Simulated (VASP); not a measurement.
AlGaN: relaxation of cell and atoms with PBE

AlGaN:

```
Al Ga N
1.0
     3.97322    0.00000    0.00000
     0.00000    3.97322    0.00000
     0.00000    0.00000    3.51487
Al Ga N
1 1 1
Direct
  0.00000 0.00000 0.00000
  0.50000 0.50000 0.00000
  0.00000 0.00000 0.50000
```

The cell was built from a structure type or drawn by symmetry, and may not be a known phase.

```json
{
 "Program": "VASP 6.6.1",
 "Task": "relaxation of cell and atoms",
 "Functional": "PBE",
 "Potentials or basis": "VASP PAW PBE potentials, release 64 (Al, Ga_d, N)",
 "Cutoff": "600 eV",
 "k mesh": "12 × 12 × 14",
 "Occupations": "gaussian, width 0.1 eV",
 "Spin": "no spin polarisation",
 "Dipole correction": "no",
 "Further INCAR settings": "ALGO = Normal; EDIFF = 1e-07; IBRION = 2; EDIFFG = -0.01; NSW = 100; ISIF = 3"
}
```

```json
{
 "Relaxed volume": "18.23 Å³/atom",
 "Relaxed cell": "a = 3.942 Å, b = 3.942 Å, c = 3.520 Å, α = 90.00°, β = 90.00°, γ = 90.00°",
 "Space group after relaxing (to 0.1 Å)": "P4/mmm (No. 123)",
 "Energy gained by relaxing": "0.5 meV/atom",
 "Ionic steps": "5",
 "Pressure after relaxing": "0.0 GPa",
 "Band gap on the k mesh": "zero (an odd number of electrons rules out a gap without spin polarisation)"
}
```

The path:
```tsv
step	energy change (eV)	largest force (eV/Å)	pressure (GPa)	volume (Å³)
1	0.0000	0.0000	-0.26	55.49
2	-0.0009	0.0000	-0.29	55.24
3	-0.0012	0.0000	-0.31	54.95
4	-0.0013	0.0000	0.23	54.53
5	-0.0014	0.0000	0.00	54.70
```

Final structure:
```
CELL_PARAMETERS angstrom
3.94206 0.00000 0.00000
0.00000 3.94206 0.00000
0.00000 0.00000 3.52023
ATOMIC_POSITIONS crystal
Al 0.00000 0.00000 0.00000
Ga 0.50000 0.50000 0.00000
N 0.00000 0.00000 0.50000
```

Levels at points of the mesh, in eV from the Fermi level:
```
           k point  band 8  band 9  band 10  band 11  band 12  band 13
(0.00, 0.00, 0.00)   -4.06   -2.55    -2.55     3.26     3.26     3.51
(0.50, 0.00, 0.00)   -3.91   -2.39    -1.95    -0.66     2.30     4.84
(0.50, 0.50, 0.00)   -4.43   -4.43    -3.84     1.78     1.90     1.90
(0.00, 0.00, 0.50)   -2.99   -1.44    -1.44    -0.25     1.36     1.36
(0.50, 0.00, 0.50)   -5.43   -3.11    -1.32     0.39     2.18     3.31
(0.50, 0.50, 0.50)   -4.03   -2.22    -2.22    -1.75    -1.75     0.54
```

It took 3.2 min on 1 thread of Intel(R) Xeon(R) 6975P-C (Granite Rapids), on a shared host, peak memory 0.38 GiB.
